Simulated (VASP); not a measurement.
# Cl2 in VASP: notebook

The runs below take Cl2 through single point, with revPBE.

Everything below comes from runs of VASP 6.6.1. Logs are shortened: lines on timing, memory, paths and dates and some standing lists are left out, and cuts for length are marked.

## Step 1: The cell of the first run

The cell holds a molecule in a box, 2 atoms: a = 12.000 Å, b = 12.300 Å, c = 12.600 Å, α = 90.00°, β = 90.00°, γ = 90.00°.

## Step 2: Single point, revPBE

INCAR reads:

```
ALGO = Normal
EDIFF = 1E-6
ENCUT = 520
GGA = RE
ISIF = 2
ISMEAR = -1
LASPH = T
LCHARG = F
LREAL = F
LWAVE = F
NBANDS = 14
NELM = 60
PREC = Accurate
SIGMA = 0.01
```

KPOINTS reads:

```
k-points
0
Gamma
  1 1 1
```

POSCAR reads:

```
Cl
1.0
   12.0000000000      0.0000000000      0.0000000000
    0.0000000000     12.3000000000      0.0000000000
    0.0000000000      0.0000000000     12.6000000000
Cl
2
Direct
    0.5000000000      0.5000000000      0.4201936733
    0.5000000000      0.5000000000      0.5798063267
```

Potentials or basis: VASP PAW PBE potentials, release 64 (Cl).

Launch:

```
$ cat potpaw_PBE.64/Cl/POTCAR > POTCAR
$ mpirun -np 1 vasp_gam > vasp.out
```

OUTCAR:

```text
EDIFF = 1E-6
   ENCUT = 520
   GGA = RE
   ISIF = 2
   ISMEAR = -1
   LASPH = T
   LREAL = F
   NELM = 60
   PREC = Accurate

 ion  position               nearest neighbor table
   1  0.500  0.500  0.420-   2 2.01
   2  0.500  0.500  0.580-   1 2.01

  LATTYP: Found a simple orthorhombic cell.
 ALAT       =    12.0000000000
 B/A-ratio  =     1.0250000000
 C/A-ratio  =     1.0500000000

  Lattice vectors:

 A1 = (  12.0000000000,   0.0000000000,   0.0000000000)
 A2 = (   0.0000000000,  12.3000000000,   0.0000000000)
 A3 = (   0.0000000000,   0.0000000000,  12.6000000000)

Analysis of symmetry for initial positions (statically):
=====================================================================
 Subroutine PRICEL returns:
 Original cell was already a primitive cell.

 Routine SETGRP: Setting up the symmetry group for a
 simple orthorhombic supercell.

 Subroutine GETGRP returns: Found  8 space group operations
 (whereof  8 operations were pure point group operations)
 out of a pool of  8 trial point group operations.

The static configuration has the point symmetry D_2h.

Analysis of symmetry for dynamics (positions and initial velocities):
=====================================================================
 Subroutine PRICEL returns:
 Original cell was already a primitive cell.

 Routine SETGRP: Setting up the symmetry group for a
 simple orthorhombic supercell.

 Subroutine GETGRP returns: Found  8 space group operations
 (whereof  8 operations were pure point group operations)
 out of a pool of  8 trial point group operations.

The dynamic configuration has the point symmetry D_2h.

 Subroutine INISYM returns: Found  8 space group operations
 (whereof  8 operations are pure point group operations),
 and found     1 'primitive' translations

----------------------------------------------------------------------------------------

                                     Primitive cell

  volume of cell :    1859.7600

  direct lattice vectors                    reciprocal lattice vectors
    12.000000000  0.000000000  0.000000000     0.083333333  0.000000000  0.000000000
[... 57 lines left out ...]
   LNONCOLLINEAR =      F non collinear calculations
   LSORBIT =      F    spin-orbit coupling
   LASPH  =      T    aspherical Exc in radial PAW
   ENCUT  =  520.0 eV  38.22 Ry    6.18 a.u.  22.31 22.87 23.43*2*pi/ulx,y,z
   NELM   =     60;   NELMIN=  2; NELMDL= -5     # of ELM steps
   EDIFF  = 0.1E-05   stopping-criterion for ELM
   LREAL  =      F    real-space projection
   EDIFFG = 0.1E-04   stopping-criterion for IOM
   NSW    =      0    number of steps for IOM
   IBRION =     -1    ionic relax: 0-MD 1-quasi-New 2-CG
   NFREE  =      0    steps in history (QN), initial steepest desc. (CG)
   ISIF   =      2    stress and relaxation
   ISYM   =      2    0-nonsym 1-usesym 2-fastsym
   POTIM  = 0.5000    time-step for ionic-motion
   TEBEG  =    0.0;   TEEND  =   0.0 temperature during run
   PSTRESS=    0.0 pullay stress
   NELECT =      14.0000    total number of electrons
   NUPDOWN=      -1.0000    fix difference up-down
   EMIN   =  10.00;   EMAX   =-10.00  energy-range for DOS
   EFERMI =   0.00;   METHOD = LEGACY
   ISMEAR =    -1;   SIGMA  =   0.01  broadening in eV -4-tet -1-fermi 0-gaus
   EFERMI_NEDOS =   21; number of points for ismear=-14 and -15
   IALGO  =     38    algorithm
   IMIX   =      4    mixing-type and parameters
     AMIX     =   0.40;   BMIX     =  1.00
     AMIX_MAG =   1.60;   BMIX_MAG =  1.00
  volume/ion in A,a.u.               =     929.88      6275.14
  Fermi-wavevector in a.u.,A,eV,Ry     =   0.320847  0.606314  1.400625  0.102943
  Thomas-Fermi vector in A             =   1.207823
   LORBIT       =      0    0 simple, 1 ext, 2 COOP (PROOUT), +10 PAW based schemes
   GGA     = RE    functional components
   LHFCALC =     F    Hartree Fock is set to
   AEXX    =    0.0000 exact exchange contribution
   IVDW    =     0    specifies the selected vdW correction
   LEPSILON=     F    determine dielectric tensor
   LRPA    =     F    only Hartree local field effects (RPA)
 non-spin polarized calculation
  energy-cutoff  :      520.00
  volume of cell :     1859.76
 maximum number of plane-waves:     25042
 NGX is ok and might be reduce to    90
   NGX = 45   NGY = 45   NGZ = 47

 number of electron      14.0000000 magnetization

 Free energy of the ion-electron system (eV)
  ---------------------------------------------------
  ext. energy  EPLUGINS =         0.00000000
  ---------------------------------------------------
  free energy    TOTEN  =        -3.42292020 eV

  energy without entropy =       -3.42292020  energy(sigma->0) =       -3.42292020

 E-fermi :  -6.8361     XC(G=0):  -0.5698

 val. band max:       -7.1047809331   @ k =   0.0000   0.0000   0.0000
 cond. band min:      -4.1140845071   @ k =   0.0000   0.0000   0.0000
 fundamental gap:      2.9906964260
 Fermi energy:        -6.8361481978

 k-point     1 :       0.0000    0.0000    0.0000
  band No.  band energies     occupation
      1     -23.1893      2.00000
      2     -19.1127      2.00000
      3     -11.6910      2.00000
      4      -9.6663      2.00000
      5      -9.6663      2.00000
      6      -7.1048      2.00000
      7      -7.1048      2.00000
      8      -4.1141      0.00000
      9      -0.3874      0.00000
     10       0.6225      0.00000
     11       0.6275      0.00000
     12       0.7039      0.00000
     13       0.7401      0.00000
     14       0.8632      0.00000

------------------------ aborting loop because EDIFF is reached ----------------------------------------

  FORCE on cell =-STRESS in cart. coord.  units (eV):
  Direction    XX          YY          ZZ          XY          YZ          ZX
  --------------------------------------------------------------------------------------
  -------------------------------------------------------------------------------------
  Total       -0.0212310     -0.0220701     -0.4262711      0.0000000      0.0000000      0.0000000
  in kB       -0.0182904     -0.0190134     -0.3672312      0.0000000      0.0000000      0.0000000
  external PRESSURE =      -0.1348450 kB  Pullay stress =       0.0000000 kB

 VOLUME and BASIS-vectors are now :
 -----------------------------------------------------------------------------
  energy-cutoff  :      520.00
  volume of cell :     1859.76
      direct lattice vectors                 reciprocal lattice vectors
    12.000000000  0.000000000  0.000000000     0.083333333  0.000000000  0.000000000
     0.000000000 12.300000000  0.000000000     0.000000000  0.081300813  0.000000000
     0.000000000  0.000000000 12.600000000     0.000000000  0.000000000  0.079365079

 POSITION                                       TOTAL-FORCE (eV/Angst)
 -----------------------------------------------------------------------------------
      6.00000      6.15000      5.29444         0.000000      0.000000      0.200931
      6.00000      6.15000      7.30556         0.000000      0.000000     -0.200931
 -----------------------------------------------------------------------------------
    total drift:                                0.000000     -0.000000     -0.000000

  FREE ENERGIE OF THE ION-ELECTRON SYSTEM (eV)
  ---------------------------------------------------
  free  energy   TOTEN  =        -3.4229201976 eV

  energy  without entropy=       -3.4229201976  energy(sigma->0) =       -3.42292020
```

OSZICAR:

```text
N       E                     dE             d eps       ncg     rms          rms(c)
DAV:   1     0.135945589074E+03    0.13595E+03   -0.29947E+03    36   0.548E+02
DAV:   2     0.520631625229E+02   -0.83882E+02   -0.73745E+02    40   0.885E+01
DAV:   3     0.204058812383E+01   -0.50023E+02   -0.49807E+02    40   0.758E+01
[... 13 lines left out ...]
DAV:  17    -0.342289988750E+01   -0.17038E-04   -0.48919E-07    48   0.289E-03    0.444E-03
DAV:  18    -0.342291454407E+01   -0.14657E-04   -0.45523E-07    36   0.294E-03    0.510E-03
DAV:  19    -0.342291618813E+01   -0.16441E-05   -0.19369E-08    32   0.112E-03    0.397E-04
DAV:  20    -0.342291972409E+01   -0.35360E-05   -0.57614E-08    40   0.120E-03    0.220E-04
DAV:  21    -0.342292019764E+01   -0.47355E-06    0.10748E-08    20   0.431E-04
   1 F= -.34229202E+01 E0= -.34229202E+01  d E =-.240091E-11
```

stdout:

```text
POSCAR found type information on POSCAR Cl
 POSCAR found :  1 types and       2 ions
 scaLAPACK will be used
 -----------------------------------------------------------------------------
|                                                                             |
|                                                                             |
|     You enforced a specific xc type in the INCAR file but a different       |
|     I HOPE YOU KNOW WHAT YOU ARE DOING!                                     |
|                                                                             |
 -----------------------------------------------------------------------------

 LDA part: xc-table for (Slater+PW92), standard interpolation
 POSCAR, INCAR and KPOINTS ok, starting setup
 FFT: planning ... GRIDC
 FFT: planning ... GRID_SOFT
 FFT: planning ... GRID
 WAVECAR not read
 entering main loop
```

Run time: 2.9 min. Hardware: 1 thread of AMD EPYC 7R13, shared host; peak memory 1.2 GiB.

What came out:

* Free energy: -3.4229 eV
* Largest force: 0.201 eV/Å
* Gap between the frontier levels: 2.99 eV

Forces on the atoms (eV/Å):
```
Cl   0.000  0.000  0.201
Cl   0.000  0.000 -0.201
```

Caveat: the PAW data sets were made with another functional, which shifts forces and pressure a little.

## Step 3: Single point, revPBE

INCAR reads:

```
SYSTEM = Cl
ALGO     = Normal         ! electronic algorithm
EDIFF    = 1E-7           ! SCF threshold, eV
ENCUT    = 520            ! plane-wave cutoff, eV
GGA      = RE             ! functional
ISIF     = 2              ! what is computed and relaxed
ISMEAR   = -1             ! smearing method
LASPH    = .TRUE.         ! aspherical terms in the spheres
LCHARG   = .TRUE.         ! write CHGCAR
LELF     = .TRUE.         ! ELF
LREAL    = .FALSE.        ! projectors in reciprocal space
LVHAR    = .TRUE.       
LWAVE    = .FALSE.        ! write WAVECAR
NBANDS   = 14             ! bands
NELM     = 100            ! most SCF steps
PREC     = Accurate       ! precision mode
SIGMA    = 0.01           ! smearing width, eV
```

KPOINTS reads:

```
k-points
0
G
  1 1 1
  0 0 0
```

POSCAR is that of step 2.

Potentials or basis: VASP PAW PBE potentials, release 64 (Cl).

Launch:

```
$ cat potpaw_PBE.64/Cl/POTCAR > POTCAR
$ mpirun -np 1 vasp_gam > vasp.out
```

Wall time 95 s (1 thread of AMD EPYC 9R45 (Zen 5), shared host); peak memory 1.2 GiB.

It converged, with:

* Free energy: -3.4229 eV
* Largest force: 0.201 eV/Å
* Gap between the frontier levels: 2.99 eV

Forces on the atoms (eV/Å):
```
Cl   0.000  0.000  0.201
Cl   0.000  0.000 -0.201
```

Levels at points of the mesh, in eV from the valence-band top:
```
           k point  band 4  band 5  band 6  band 7  band 8  band 9  band 10  band 11
(0.00, 0.00, 0.00)   -2.56   -2.56    0.00    0.00    2.99    6.72     7.74     7.74
```

Caveat: the PAW data sets were made with another functional, which shifts forces and pressure a little.
